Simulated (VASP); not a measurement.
# ZnO (P6_3mc) in VASP: further runs

ZnO is run at these levels: r2SCAN; tasks: relaxation of shape and atoms at fixed volume, relaxation of cell and atoms.

All numbers are computed with VASP 6.6.1; they aren't measurements. Logs are shortened: lines on timing, memory, paths and dates and some standing lists are left out, and cuts for length are marked.

## 1. The cell of the first run

It takes space group P6_3mc (No. 186, hexagonal). The conventional cell has a = 3.169 Å, b = 3.169 Å, c = 5.105 Å, α = 90.00°, β = 90.00°, γ = 120.00°. Zn (site symmetry 3m) has 4 O at 1.93 to 1.94 Å within 2.6 Å. O (site symmetry 3m) has 4 Zn at 1.93 to 1.94 Å within 2.6 Å.

## 2. Relaxation of shape and atoms at fixed volume, r2SCAN (11.10 Å³/atom)

The input, POSCAR:

```
ZnO
1.0
    3.1691551016      0.0000000000      0.0000000000
   -1.5845775508      2.7445688265      0.0000000000
    0.0000000000      0.0000000000      5.1050165770
Zn O
2 2
Direct
    0.3333333333      0.6666666667      0.4996921304
    0.6666666667      0.3333333333     -0.0003078696
    0.6666666667      0.3333333333      0.3793178696
    0.3333333333      0.6666666667      0.8793178696
```

The input, INCAR.step1:

```
SYSTEM = ZnO
ALGO = Normal
EDIFF = 1E-4
ENCUT = 600
GGA = PE
ISMEAR = 0
LASPH = .TRUE.
LCHARG = .FALSE.
LREAL = .FALSE.
LWAVE = .TRUE.
NELM = 80
PREC = Accurate
SIGMA = 0.02
```

The input, INCAR.step2:

```
SYSTEM = ZnO
ALGO = Normal
EDIFF = 1E-7
EDIFFG = -0.01
ENCUT = 600
IBRION = 2
ISIF = 4
ISMEAR = 0
ISTART = 1
LASPH = .TRUE.
LCHARG = .FALSE.
LMIXTAU = .TRUE.
LREAL = .FALSE.
LWAVE = .FALSE.
METAGGA = R2SCAN
NELM = 80
NSW = 50
PREC = Accurate
SIGMA = 0.02
```

The input, KPOINTS:

```
k-points
0
G
  12 12 6
  0 0 0
```

Potentials or basis: VASP PAW PBE potentials, release 64 (Zn, O).

The run is started by

```console
$ cat potpaw_PBE.64/Zn/POTCAR potpaw_PBE.64/O/POTCAR > POTCAR
$ cp INCAR.step1 INCAR
$ mpirun -np 1 vasp_std > vasp.out
$ cp INCAR.step2 INCAR
$ mpirun -np 1 vasp_std > vasp.out
```

OUTCAR:

```text
SYSTEM = ZnO
   EDIFF = 1E-7
   EDIFFG = -0.01
   ENCUT = 600
   IBRION = 2
   ISIF = 4
   ISMEAR = 0
   ISTART = 1
   LASPH = .TRUE.
   LREAL = .FALSE.
   METAGGA = R2SCAN
   NELM = 80
   NSW = 50
   PREC = Accurate

 ion  position               nearest neighbor table
   1  0.333  0.667  0.500-   3 1.93   3 1.93   3 1.93   4 1.94
   2  0.667  0.333  1.000-   4 1.93   4 1.93   4 1.93   3 1.94
   3  0.667  0.333  0.379-   1 1.93   1 1.93   1 1.93   2 1.94
   4  0.333  0.667  0.879-   2 1.93   2 1.93   2 1.93   1 1.94

  LATTYP: Found a hexagonal cell.
 ALAT       =     3.1691551016
 C/A-ratio  =     1.6108446615

  Lattice vectors:

 A1 = (   3.1691551016,   0.0000000000,   0.0000000000)
 A2 = (  -1.5845775508,   2.7445688265,   0.0000000000)
 A3 = (   0.0000000000,   0.0000000000,   5.1050165770)

Analysis of symmetry for initial positions (statically):
=====================================================================
 Subroutine PRICEL returns:
 Original cell was already a primitive cell.

 Routine SETGRP: Setting up the symmetry group for a
 hexagonal supercell.

 Subroutine GETGRP returns: Found 12 space group operations
 (whereof  6 operations were pure point group operations)
 out of a pool of 24 trial point group operations.

The static configuration has the point symmetry C_3v.
 The point group associated with its full space group is C_6v.

Analysis of symmetry for dynamics (positions and initial velocities):
=====================================================================
 Subroutine PRICEL returns:
 Original cell was already a primitive cell.

 Routine SETGRP: Setting up the symmetry group for a
 hexagonal supercell.

 Subroutine GETGRP returns: Found 12 space group operations
 (whereof  6 operations were pure point group operations)
 out of a pool of 24 trial point group operations.

The dynamic configuration has the point symmetry C_3v.
 The point group associated with its full space group is C_6v.

 Subroutine INISYM returns: Found 12 space group operations
 (whereof  6 operations are pure point group operations),
 and found     1 'primitive' translations

----------------------------------------------------------------------------------------

                                     Primitive cell

  volume of cell :      44.4033

  direct lattice vectors                    reciprocal lattice vectors
     3.169155102  0.000000000  0.000000000     0.315541514  0.182177978  0.000000000
[... 94 lines left out ...]
   IBRION =      2    ionic relax: 0-MD 1-quasi-New 2-CG
   NFREE  =      1    steps in history (QN), initial steepest desc. (CG)
   ISIF   =      4    stress and relaxation
   ISYM   =      2    0-nonsym 1-usesym 2-fastsym
   POTIM  = 0.5000    time-step for ionic-motion
   TEBEG  =    0.0;   TEEND  =   0.0 temperature during run
   PSTRESS=    0.0 pullay stress
   NELECT =      36.0000    total number of electrons
   NUPDOWN=      -1.0000    fix difference up-down
   EMIN   =  10.00;   EMAX   =-10.00  energy-range for DOS
   EFERMI =   0.00;   METHOD = LEGACY
   ISMEAR =     0;   SIGMA  =   0.02  broadening in eV -4-tet -1-fermi 0-gaus
   EFERMI_NEDOS =   21; number of points for ismear=-14 and -15
   IALGO  =     38    algorithm
   IMIX   =      4    mixing-type and parameters
     AMIX     =   0.40;   BMIX     =  1.00
     AMIX_MAG =   1.60;   BMIX_MAG =  1.00
  volume/ion in A,a.u.               =      11.10        74.91
  Fermi-wavevector in a.u.,A,eV,Ry     =   1.526526  2.884715 31.705387  2.330280
  Thomas-Fermi vector in A             =   2.634547
   LORBIT       =      0    0 simple, 1 ext, 2 COOP (PROOUT), +10 PAW based schemes
   METAGGA = R2SCAN    functional components
   LHFCALC =     F    Hartree Fock is set to
   AEXX    =    0.0000 exact exchange contribution
   IVDW    =     0    specifies the selected vdW correction
   LEPSILON=     F    determine dielectric tensor
   LRPA    =     F    only Hartree local field effects (RPA)
 conjugate gradient relaxation of ions
 non-spin polarized calculation
 Gauss-broadening in eV      SIGMA  =   0.02
  energy-cutoff  :      600.00
  volume of cell :       44.40
 maximum number of plane-waves:      1508
 NGX is ok and might be reduce to    28
   NGX = 13   NGY = 13   NGZ = 21

 number of electron      35.9999990 magnetization

 Free energy of the ion-electron system (eV)
  ---------------------------------------------------
  ext. energy  EPLUGINS =         0.00000000
  ---------------------------------------------------
  free energy    TOTEN  =       -36.21464608 eV

  energy without entropy =      -36.21464608  energy(sigma->0) =      -36.21464608

 E-fermi :   1.6823     XC(G=0): -12.0729

 val. band max:        1.5159191647   @ k =   0.0000   0.0000   0.0000
 cond. band min:       2.8451012297   @ k =   0.0000   0.0000   0.0000
 fundamental gap:      1.3291820650
 Fermi energy:         1.6823458886

 k-point     1 :       0.0000    0.0000    0.0000
  band No.  band energies     occupation
      1     -18.1736      2.00000
      2     -17.3811      2.00000
      3      -4.7654      2.00000
      4      -4.6889      2.00000
      5      -4.6888      2.00000
      6      -4.6229      2.00000
[... 589 lines left out ...]
     21      10.7306      0.00000
     22      11.3782      0.00000

 [... further k-points ...]

------------------------ aborting loop because EDIFF is reached ----------------------------------------

  FORCE on cell =-STRESS in cart. coord.  units (eV):
  Direction    XX          YY          ZZ          XY          YZ          ZX
  --------------------------------------------------------------------------------------
  -------------------------------------------------------------------------------------
  Total        3.2522400      3.2522400      3.2141583      0.0000000      0.0000000      0.0000000
  in kB      117.3487294    117.3487294    115.9746480      0.0000000      0.0000000      0.0000000
  external PRESSURE =     116.8907022 kB  Pullay stress =       0.0000000 kB

 VOLUME and BASIS-vectors are now :
 -----------------------------------------------------------------------------
  energy-cutoff  :      600.00
  volume of cell :       44.40
      direct lattice vectors                 reciprocal lattice vectors
     3.169155102  0.000000000  0.000000000     0.315541514  0.182177978  0.000000000
    -1.584577551  2.744568827  0.000000000     0.000000000  0.364355957  0.000000000
     0.000000000  0.000000000  5.105016577     0.000000000  0.000000000  0.195885750

 POSITION                                       TOTAL-FORCE (eV/Angst)
 -----------------------------------------------------------------------------------
     -0.00000      1.82971      2.55094         0.000000     -0.000000      0.004392
      1.58458      0.91486      5.10344        -0.000000      0.000000      0.004392
      1.58458      0.91486      1.93642         0.000000     -0.000000     -0.004392
     -0.00000      1.82971      4.48893         0.000000      0.000000     -0.004392
 -----------------------------------------------------------------------------------
    total drift:                               -0.000000     -0.000000      0.006998

  FREE ENERGIE OF THE ION-ELECTRON SYSTEM (eV)
  ---------------------------------------------------
  free  energy   TOTEN  =       -36.2146460794 eV

  energy  without entropy=      -36.2146460794  energy(sigma->0) =      -36.21464608

 reached required accuracy - stopping structural energy minimisation
```

OSZICAR.step1:

```text
N       E                     dE             d eps       ncg     rms          rms(c)
DAV:   1     0.306942731562E+03    0.30694E+03   -0.20567E+04  3360   0.268E+03
DAV:   2     0.117182042911E+02   -0.29522E+03   -0.28424E+03  3500   0.475E+02
DAV:   3    -0.202224433497E+02   -0.31941E+02   -0.31703E+02  4004   0.164E+02
DAV:   4    -0.208464968312E+02   -0.62405E+00   -0.62352E+00  3632   0.239E+01
DAV:   5    -0.208511178612E+02   -0.46210E-02   -0.46208E-02  3932   0.202E+00    0.164E+01
DAV:   6    -0.174376221413E+02    0.34135E+01   -0.11310E+01  5620   0.708E+01    0.104E+01
DAV:   7    -0.176226881832E+02   -0.18507E+00   -0.27097E+00  3358   0.192E+01    0.600E+00
DAV:   8    -0.176430345804E+02   -0.20346E-01   -0.70676E-01  5058   0.922E+00    0.174E+00
DAV:   9    -0.175857426190E+02    0.57292E-01   -0.17315E-01  5404   0.795E+00    0.306E-01
DAV:  10    -0.175892545194E+02   -0.35119E-02   -0.51955E-02  3408   0.176E+00    0.173E-01
DAV:  11    -0.175890403689E+02    0.21415E-03   -0.19528E-03  4880   0.844E-01    0.457E-02
DAV:  12    -0.175890999147E+02   -0.59546E-04   -0.28460E-04  2862   0.391E-01
   1 F= -.17589100E+02 E0= -.17589100E+02  d E =-.142826E-15
```

Run time: 2.8 min. Hardware: 1 thread of Intel Xeon 6975P-C (Granite Rapids), shared host; peak memory 0.23 GiB.

Results:

- Free energy: -36.2146 eV
- Pressure after relaxing: 11.7 GPa
- Largest force after relaxing: 0.004 eV/Å
- Band gap on the k mesh: 1.33 eV

Forces in eV/Å, atoms in the order of the input:
```
Zn   0.000  0.000  0.004
Zn   0.000  0.000  0.004
O    0.000  0.000 -0.004
O    0.000  0.000 -0.004
```

Final structure:
```
CELL_PARAMETERS angstrom
3.16916 0.00000 0.00000
-1.58458 2.74457 0.00000
0.00000 0.00000 5.10502
ATOMIC_POSITIONS crystal
Zn 0.33333 0.66667 0.49969
Zn 0.66667 0.33333 0.99969
O 0.66667 0.33333 0.37932
O 0.33333 0.66667 0.87932
```

Caveat: the relaxation stopped at its first step, so nothing moved; the PAW data sets were made with another functional, which shifts forces and pressure a little.

## 3. Relaxation of shape and atoms at fixed volume, r2SCAN (11.46 Å³/atom)

This run uses another cell than the first one, of 11.46 Å³/atom.

The input, POSCAR:

```
ZnO
1.0
    3.2025170806      0.0000000000      0.0000000000
   -1.6012585403      2.7734611479      0.0000000000
    0.0000000000      0.0000000000      5.1587575428
Zn O
2 2
Direct
    0.3333333333      0.6666666667      0.4996921304
    0.6666666667      0.3333333333     -0.0003078696
    0.6666666667      0.3333333333      0.3793178696
    0.3333333333      0.6666666667      0.8793178696
```

The input, INCAR.step1:

```
PREC = Accurate
ENCUT = 600
ISMEAR = 0
SIGMA = 0.02
LREAL = False
LASPH = True
NELM = 100
GGA = PE
ALGO = Normal
EDIFF = 1E-4
LWAVE = True
LCHARG = False
```

The input, INCAR.step2:

```
PREC = Accurate
ENCUT = 600
EDIFF = 1E-7
ISMEAR = 0
SIGMA = 0.02
LREAL = False
LASPH = True
NELM = 100
ALGO = Normal
ISIF = 4
LWAVE = False
LCHARG = False
METAGGA = R2SCAN
LMIXTAU = True
IBRION = 2
NSW = 50
EDIFFG = -0.01
ISTART = 1
```

The input, KPOINTS:

```
Automatic mesh
0
Gamma
  12 12 6
```

Potentials or basis: VASP PAW PBE potentials, release 64 (Zn, O).

The run is started by

```console
$ cat potpaw_PBE.64/Zn/POTCAR potpaw_PBE.64/O/POTCAR > POTCAR
$ cp INCAR.step1 INCAR
$ mpirun -np 1 vasp_std > vasp.out
$ cp INCAR.step2 INCAR
$ mpirun -np 1 vasp_std > vasp.out
```

It took 2.7 min on 1 thread of Intel Xeon 6975P-C (Granite Rapids), shared host; peak memory 0.24 GiB.

Results (log left out):

```yaml
Free_energy: -36.2933 eV
Pressure_after_relaxing: 5.7 GPa
Largest_force_after_relaxing: 0.004 eV/Å
Band_gap_on_the_k_mesh: 1.28 eV
```

Forces in eV/Å, atoms in the order of the input:
```
Zn   0.000  0.000  0.004
Zn   0.000  0.000  0.004
O    0.000  0.000 -0.004
O    0.000  0.000 -0.004
```

Stress tensor (GPa, compression positive):
```
5.73 0.00 0.00
0.00 5.73 0.00
0.00 0.00 5.63
```

Final structure:
```
CELL_PARAMETERS angstrom
3.20252 0.00000 0.00000
-1.60126 2.77346 0.00000
0.00000 0.00000 5.15876
ATOMIC_POSITIONS crystal
Zn 0.33333 0.66667 0.49969
Zn 0.66667 0.33333 0.99969
O 0.66667 0.33333 0.37932
O 0.33333 0.66667 0.87932
```

Levels at points of the mesh, in eV from the valence-band top:
| k point | band 15 | band 16 | band 17 | band 18 | band 19 | band 20 | band 21 | band 22 |
| --- | --- | --- | --- | --- | --- | --- | --- | --- |
| (0.00, 0.00, 0.00) | -0.85 | -0.11 | 0.00 | 0.00 | 1.28 | 5.99 | 8.94 | 13.89 |
| (0.50, 0.00, 0.00) | -2.96 | -2.44 | -1.36 | -0.91 | 6.57 | 7.40 | 8.12 | 9.54 |
| (0.00, 0.00, 0.50) | -0.42 | -0.42 | -0.42 | -0.42 | 4.01 | 4.01 | 10.96 | 10.96 |
| (0.50, 0.00, 0.50) | -1.62 | -1.62 | -1.47 | -1.47 | 6.30 | 6.30 | 9.37 | 9.37 |

Caveat: the relaxation stopped at its first step, so nothing moved; the PAW data sets were made with another functional, which shifts forces and pressure a little.

(Continued in part 2 of 3.)
